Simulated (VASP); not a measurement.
# Ir: electric field gradients with PBE

Ir:

```
CELL_PARAMETERS angstrom
0.00000 1.91017 1.93890
1.91017 0.00000 1.93890
1.91017 1.91017 0.00000
ATOMIC_POSITIONS crystal
Ir 0.00000 0.00000 0.00000
```

This cell differs from its parent crystal: z stretched by +1 % at fixed volume.

```yaml
Program: VASP 6.6.1
Task: electric field gradients
Functional: PBE
Potentials_or_basis: VASP PAW PBE potentials, release 64 (Ir)
Cutoff: 400 eV
k_mesh: 18 × 18 × 18
Occupations: fermi-dirac, width 0.05 eV
Spin: no spin polarisation
Dipole_correction: no
Further_INCAR_settings: ALGO = Normal; EDIFF = 1e-08; NBANDS = 10
```

| Property | Result |
| --- | --- |
| Pressure | 9.8 GPa |

Stress tensor (GPa, compression positive):
```
11.72  0.00  0.00
 0.00 11.72  0.00
 0.00  0.00  5.82
```

Levels at points of the mesh, in eV from the Fermi level:
```tsv
k point	band 1	band 2	band 3	band 4	band 5	band 6	band 7	band 8	band 9
(0.00, 0.00, 0.00)	-11.15	-4.04	-3.85	-3.85	-1.36	-1.10	14.30	19.57	20.04
(0.50, 0.00, 0.00)	-8.13	-4.12	-3.92	-0.79	0.81	0.92	7.24	13.83	19.64
(0.50, 0.50, 0.00)	-7.96	-7.36	0.85	1.43	1.43	1.46	10.21	11.86	11.86
(0.50, 0.00, 0.50)	-7.94	-7.37	0.82	1.35	1.55	1.77	10.62	11.50	11.67
```

Electric field gradients, principal values (V/Å²):
```tsv
atom	least	middle	greatest (by size)
1 Ir	-5.838	-5.839	11.677
```

Run time: 69 s on 1 thread of Intel Xeon 8259CL, on a shared host, peak memory 0.16 GiB.

Caveat: without QUAD_EFG the Cq values of the log hold for a quadrupole moment of 1 mb, not for the nuclei; spin-orbit coupling is left out, which moves the levels of the heavy elements.
